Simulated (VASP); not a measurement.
# Pt (Fm-3m) in VASP: notebook, part 2 of 2

VASP 6.6.1.

## Step 3: Single point, PBE

This run uses another cell than the first one, of 15.65 Å³/atom, 1.162 times its volume.

INCAR

```
PREC = Accurate ; ENCUT = 520
EDIFF = 1E-7 ; ISMEAR = 0
SIGMA = 0.1 ; LREAL = F
LASPH = T ; NELM = 80
ALGO = Normal ; ISIF = 2
LWAVE = F ; LCHARG = F
GGA = PE ; NBANDS = 11
```

KPOINTS

```
Automatic mesh
0
Gamma
  10 10 10
```

POSCAR

```
Pt
1.0
    0.0000000000      1.9852652235      1.9852652235
    1.9852652235      0.0000000000      1.9852652235
    1.9852652235      1.9852652235      0.0000000000
Pt
1
Direct
    0.0000000000      0.0000000000      0.0000000000
```

Potentials or basis: VASP PAW PBE potentials, release 64 (Pt).

On the command line:

```bash
> cat potpaw_PBE.64/Pt/POTCAR > POTCAR
> mpirun -np 1 vasp_std > vasp.out
```

OUTCAR:

```text
PREC = Accurate
   ENCUT = 520
   EDIFF = 1E-7
   ISMEAR = 0
   LREAL = F
   LASPH = T
   NELM = 80
   ISIF = 2
   GGA = PE

 ion  position               nearest neighbor table
   1  0.000  0.000  0.000-

  LATTYP: Found a face centered cubic cell.
 ALAT       =     3.9705304470

  Lattice vectors:

 A1 = (   0.0000000000,   1.9852652235,   1.9852652235)
 A2 = (   1.9852652235,   0.0000000000,   1.9852652235)
 A3 = (   1.9852652235,   1.9852652235,   0.0000000000)

Analysis of symmetry for initial positions (statically):
=====================================================================
 Subroutine PRICEL returns:
 Original cell was already a primitive cell.

 Routine SETGRP: Setting up the symmetry group for a
 face centered cubic supercell.

 Subroutine GETGRP returns: Found 48 space group operations
 (whereof 48 operations were pure point group operations)
 out of a pool of 48 trial point group operations.

The static configuration has the point symmetry O_h .

Analysis of symmetry for dynamics (positions and initial velocities):
=====================================================================
 Subroutine PRICEL returns:
 Original cell was already a primitive cell.

 Routine SETGRP: Setting up the symmetry group for a
 face centered cubic supercell.

 Subroutine GETGRP returns: Found 48 space group operations
 (whereof 48 operations were pure point group operations)
 out of a pool of 48 trial point group operations.

The dynamic configuration has the point symmetry O_h .

 Subroutine INISYM returns: Found 48 space group operations
 (whereof 48 operations are pure point group operations),
 and found     1 'primitive' translations

----------------------------------------------------------------------------------------

                                     Primitive cell
[... 112 lines left out ...]
  Thomas-Fermi vector in A             =   2.532078
   LORBIT       =      0    0 simple, 1 ext, 2 COOP (PROOUT), +10 PAW based schemes
   GGA     = PE    functional components
   LHFCALC =     F    Hartree Fock is set to
   AEXX    =    0.0000 exact exchange contribution
   IVDW    =     0    specifies the selected vdW correction
   LEPSILON=     F    determine dielectric tensor
   LRPA    =     F    only Hartree local field effects (RPA)
 non-spin polarized calculation
 Gauss-broadening in eV      SIGMA  =   0.10
  energy-cutoff  :      520.00
  volume of cell :       15.65
 maximum number of plane-waves:       444
 NGX is ok and might be reduce to    24
   NGX = 11   NGY = 11   NGZ = 11

 number of electron      10.0000002 magnetization

 Free energy of the ion-electron system (eV)
  ---------------------------------------------------
  ext. energy  EPLUGINS =         0.00000000
  ---------------------------------------------------
  free energy    TOTEN  =        -6.08685345 eV

  energy without entropy =       -6.08006622  energy(sigma->0) =       -6.08345983

 E-fermi :  10.5772     XC(G=0): -13.2694

 val. band max:       10.5639359885   @ k =   0.5000   0.5000   0.0000
 cond. band min:      10.5996102056   @ k =   0.5000   0.0000   0.0000
 fundamental gap:      0.0356742171
 Fermi energy:        10.5771581924

 k-point     1 :       0.0000    0.0000    0.0000
  band No.  band energies     occupation
      1       0.7610      2.00000
      2       7.0024      2.00000
      3       7.0024      2.00000
      4       7.0024      2.00000
      5       9.0278      2.00000
      6       9.0278      2.00000
      7      25.3049      0.00000
      8      30.0604      0.00000
      9      30.0604      0.00000
     10      30.0604      0.00000
     11      35.2691      0.00000
[... 309 lines left out ...]
 k-point    24 :       0.4000    0.3000    0.0000
  band No.  band energies     occupation
      1       4.3182      2.00000
      2       4.9386      2.00000
      3       8.1164      2.00000
      4       9.3398      2.00000
      5      10.5048      1.69412
      6      10.8091      0.00104
      7      22.2979      0.00000
      8      24.6448      0.00000
      9      25.0010      0.00000
     10      30.0890      0.00000
     11      32.2491      0.00000

 [... further k-points ...]

------------------------ aborting loop because EDIFF is reached ----------------------------------------

  FORCE on cell =-STRESS in cart. coord.  units (eV):
  Direction    XX          YY          ZZ          XY          YZ          ZX
  --------------------------------------------------------------------------------------
  -------------------------------------------------------------------------------------
  Total       -0.0465732     -0.0465732     -0.0465732      0.0000000      0.0000000      0.0000000
  in kB       -4.7682703     -4.7682703     -4.7682703      0.0000000      0.0000000      0.0000000
  external PRESSURE =      -4.7682703 kB  Pullay stress =       0.0000000 kB

 VOLUME and BASIS-vectors are now :
 -----------------------------------------------------------------------------
  energy-cutoff  :      520.00
  volume of cell :       15.65
      direct lattice vectors                 reciprocal lattice vectors
     0.000000000  1.985265223  1.985265223    -0.251855517  0.251855517  0.251855517
     1.985265223  0.000000000  1.985265223     0.251855517 -0.251855517  0.251855517
     1.985265223  1.985265223  0.000000000     0.251855517  0.251855517 -0.251855517

 POSITION                                       TOTAL-FORCE (eV/Angst)
 -----------------------------------------------------------------------------------
      0.00000      0.00000      0.00000        -0.000000     -0.000000      0.000000
 -----------------------------------------------------------------------------------
    total drift:                               -0.000000      0.000000     -0.000000

  FREE ENERGIE OF THE ION-ELECTRON SYSTEM (eV)
  ---------------------------------------------------
  free  energy   TOTEN  =        -6.0868534502 eV

  energy  without entropy=       -6.0800662171  energy(sigma->0) =       -6.08345983
```

OSZICAR:

```text
N       E                     dE             d eps       ncg     rms          rms(c)
DAV:   1     0.391185039655E+02    0.39119E+02   -0.53784E+03  1058   0.842E+02
DAV:   2    -0.585706474320E+01   -0.44976E+02   -0.43111E+02  1171   0.175E+02
DAV:   3    -0.646255201598E+01   -0.60549E+00   -0.60178E+00  1204   0.192E+01
DAV:   4    -0.646465224286E+01   -0.21002E-02   -0.21001E-02  1187   0.132E+00
DAV:   5    -0.646466903987E+01   -0.16797E-04   -0.16797E-04  1196   0.113E-01    0.116E+01
DAV:   6    -0.612408430332E+01    0.34058E+00   -0.81193E-01  1109   0.714E+00    0.614E+00
DAV:   7    -0.608997129668E+01    0.34113E-01   -0.12519E-01  1193   0.273E+00    0.248E+00
DAV:   8    -0.608698648110E+01    0.29848E-02   -0.39791E-03  1133   0.537E-01    0.493E-01
DAV:   9    -0.608685111558E+01    0.13537E-03   -0.55031E-05  1151   0.672E-02    0.527E-02
DAV:  10    -0.608685354614E+01   -0.24306E-05   -0.25876E-06  1278   0.136E-02    0.340E-03
DAV:  11    -0.608685345019E+01    0.95952E-07   -0.56010E-08  1007   0.200E-03
   1 F= -.60868535E+01 E0= -.60834598E+01  d E =-.678723E-02
```

Run time: 4.8 s. Hardware: 1 thread of Intel Xeon Platinum 8488C (Sapphire Rapids), shared host; peak memory 0.14 GiB.

What came out:

```
Free energy            : -6.0869 eV
Pressure               : -0.5 GPa
Band gap on the k mesh : zero (band 5 reaches 11.03 eV, above the bottom of band 6 at 8.96 eV)
```

Levels at points of the mesh, in eV from the Fermi level:
| k point | band 3 | band 4 | band 5 | band 6 | band 7 | band 8 |
| --- | --- | --- | --- | --- | --- | --- |
| (0.00, 0.00, 0.00) | -3.57 | -3.57 | -1.55 | -1.55 | 14.73 | 19.48 |
| (0.50, 0.00, 0.00) | -3.63 | -0.33 | 0.02 | 0.02 | 5.55 | 14.28 |
| (0.50, 0.50, 0.00) | -0.01 | 0.45 | 0.45 | 1.84 | 8.48 | 11.27 |

Caveat: spin-orbit coupling is left out, which moves the levels of the heavy elements.

## Step 4: Relaxation of cell and atoms, PBE

INCAR

```
ALGO = Fast ; EDIFF = 1E-7
EDIFFG = -0.05 ; ENCUT = 600
GGA = PE ; IBRION = 2
ISIF = 3 ; ISMEAR = 0
LASPH = True ; LCHARG = False
LREAL = False ; LWAVE = False
NELM = 100 ; NSW = 80
PREC = Accurate ; SIGMA = 0.1
```

KPOINTS

```
k-points
0
Gamma
  10 10 10
```

POSCAR

```
Pt
1.0
    0.0000000000      1.8885497552      1.8885497552
    1.8885497552      0.0000000000      1.8885497552
    1.8885497552      1.8885497552      0.0000000000
Pt
1
Direct
    0.0000000000      0.0000000000      0.0000000000
```

On the command line:

```bash
> cat potpaw_PBE.64/Pt/POTCAR > POTCAR
> mpirun -np 1 vasp_std > vasp.out
```

It took 23 s on 1 thread of Intel Xeon Platinum 8488C (Sapphire Rapids), shared host; peak memory 0.15 GiB.

It converged, with:

| Property | Result |
| --- | --- |
| Free energy | -6.0858 eV |
| Relaxed volume | 15.62 Å³/atom |
| Relaxed cell | a = 2.806 Å, b = 2.806 Å, c = 2.806 Å, α = 60.00°, β = 60.00°, γ = 60.00° |
| Space group after relaxing (to 0.05 Å) | Fm-3m (No. 225) |
| Energy gained by relaxing | 316.6 meV/atom |
| Ionic steps | 5 |
| Pressure after relaxing | 0.1 GPa |
| Band gap on the k mesh | zero (band 5 reaches 11.07 eV, above the bottom of band 6 at 8.99 eV) |

The path:
```tsv
step	energy change (eV)	largest force (eV/Å)	pressure (GPa)	volume (Å³)
1	0.0000	0.0000	55.29	13.47
2	1.1607	0.0000	-30.75	24.72
3	-0.3028	0.0000	-7.76	16.16
4	-0.3156	0.0000	-2.12	15.76
5	-0.3166	0.0000	0.06	15.62
```

Final structure:
```yaml
crystal:
  lattice:
    - [0.00000, 1.98385, 1.98385]
    - [1.98385, 0.00000, 1.98385]
    - [1.98385, 1.98385, 0.00000]
  atoms:
    - { symbol: Pt, position: [0.00000, 0.00000, 0.00000] }
```

Levels at points of the mesh, in eV from the Fermi level:
| k point | band 2 | band 3 | band 4 | band 5 | band 6 | band 7 | band 8 | band 9 |
| --- | --- | --- | --- | --- | --- | --- | --- | --- |
| (0.00, 0.00, 0.00) | -3.59 | -3.59 | -3.59 | -1.55 | -1.55 | 14.72 | 19.49 | 19.49 |
| (0.50, 0.00, 0.00) | -3.65 | -3.65 | -0.34 | 0.02 | 0.02 | 5.57 | 14.28 | 18.73 |
| (0.50, 0.50, 0.00) | -6.27 | -0.01 | 0.45 | 0.45 | 1.84 | 8.50 | 11.27 | 11.27 |

Caveat: the volume moved by over 15 % at a fixed basis, so the end points are rough; spin-orbit coupling is left out, which moves the levels of the heavy elements.

## Step 5: Single point, PBE

This run uses another cell than the first one, of 15.65 Å³/atom, 1.162 times its volume.

INCAR

```
SYSTEM = Pt
  PREC = Accurate
  ENCUT = 520
  EDIFF = 1E-6
  ISMEAR = 0
  SIGMA = 0.1
  LREAL = .FALSE.
  LASPH = .TRUE.
  NELM = 80
  ALGO = Normal
  ISIF = 2
  LWAVE = .FALSE.
  LCHARG = .TRUE.
  GGA = PE
  LELF = .TRUE.
  LVHAR = .TRUE.
  NBANDS = 11
```

KPOINTS

```
Automatic mesh
0
G
  18 18 18
  0 0 0
```

POSCAR

```
Pt
1.0
    0.0000000000      1.9852652235      1.9852652235
    1.9852652235      0.0000000000      1.9852652235
    1.9852652235      1.9852652235      0.0000000000
Pt
1
Direct
    0.0000000000      0.0000000000      0.0000000000
```

On the command line:

```bash
> cat potpaw_PBE.64/Pt/POTCAR > POTCAR
> mpirun -np 1 vasp_std > vasp.out
```

Run time: 14 s. Hardware: 1 thread of Intel Xeon Platinum 8488C (Sapphire Rapids), shared host; peak memory 0.16 GiB.

It converged, with:

```yaml
Free_energy: -6.1000 eV
Pressure: -0.6 GPa
Band_gap_on_the_k_mesh: zero (band 5 reaches 11.02 eV, above the bottom of band 6 at 8.93 eV)
```

Levels at points of the mesh, in eV from the Fermi level:
```tsv
k point	band 3	band 4	band 5	band 6	band 7	band 8
(0.00, 0.00, 0.00)	-3.57	-3.57	-1.54	-1.54	14.74	19.49
(0.50, 0.00, 0.00)	-3.63	-0.32	0.03	0.03	5.56	14.29
(0.50, 0.50, 0.00)	-0.01	0.45	0.45	1.85	8.49	11.28
```

Caveat: spin-orbit coupling is left out, which moves the levels of the heavy elements.

## Step 6: Overview

```csv
task,cell,k mesh,cutoff (eV),gap on the mesh (eV),pressure (GPa)
single point,"a = 2.671 Å, angles 60.0°, 1 atom",8 × 8 × 8,520,none,54.2
single point,"a = 2.808 Å, angles 60.0°, 1 atom",10 × 10 × 10,520,none,-0.5
relaxation of cell and atoms,"relaxed from a = 2.671 Å, angles 60.0°, 1 atom",10 × 10 × 10,600,none,0.1
single point,"a = 2.808 Å, angles 60.0°, 1 atom",18 × 18 × 18,520,none,-0.6
```

Alike in all rows: level PBE; potentials or basis VASP PAW PBE potentials, release 64 (Pt); no spin polarisation; smearing gaussian 0.1 eV.

Caveats: some runs use coarse meshes; spin-orbit coupling is left out, which moves the levels of the heavy elements; the volume moved by over 15 % at a fixed basis, so the end points are rough (some runs).

Absolute energies hang on the potentials; compare differences alone.
